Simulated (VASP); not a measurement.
Write the native input for VASP 6.6.1 that does the following.

| Property | Result |
| --- | --- |
| Task | single point |
| Functional | PBE |
| Potentials or basis | VASP PAW PBE potentials, release 64 (Y_sv) |
| Cutoff | 500 eV |
| k mesh | 6 × 6 × 6 |
| Occupations | fermi-dirac, width 0.1 eV |
| Spin | no spin polarisation |
| Dipole correction | no |
| Further INCAR settings | ALGO = Normal; EDIFF = 1e-06; NBANDS = 18 |

The structure of Y lies in POSCAR:

```
Y
1.0
    0.0000000000      2.8555233919      2.8555233919
    2.8555233919      0.0000000000      2.8555233919
    2.8555233919      2.8555233919      0.0000000000
Y
2
Direct
    1.0000000000      1.0000000000      1.0000000000
    0.2500000000      0.2500000000      0.2500000000
```

This isn't the form of Y at room conditions, which is hcp.

These files were run (other wordings do the same):

INCAR

```
SYSTEM = Y
PREC = Accurate
ENCUT = 500
EDIFF = 1E-6
ISMEAR = -1
SIGMA = 0.1
LREAL = .FALSE.
LASPH = .TRUE.
NELM = 120
ALGO = Normal
ISIF = 2
LWAVE = .FALSE.
LCHARG = .FALSE.
GGA = PE
NBANDS = 18
GGA_COMPAT = .FALSE.
```

KPOINTS

```
regular mesh
0
G
  6 6 6
  0 0 0
```

Potentials or basis: VASP PAW PBE potentials, release 64 (Y_sv).

Run with:

```bash
$ cat potpaw_PBE.64/Y_sv/POTCAR > POTCAR
$ mpirun -np 1 vasp_std > vasp.out
```

Results of the run:

```yaml
Pressure: 20.1 GPa
Band_gap_on_the_k_mesh: zero (bands 11 and 12 overlap by 1.41 eV)
```

Caveat: the cell stands under pressure.

Run time: 14 s on 1 thread of Intel(R) Xeon(R) Platinum 8488C (Sapphire Rapids) (shared host), peak memory 0.17 GiB.
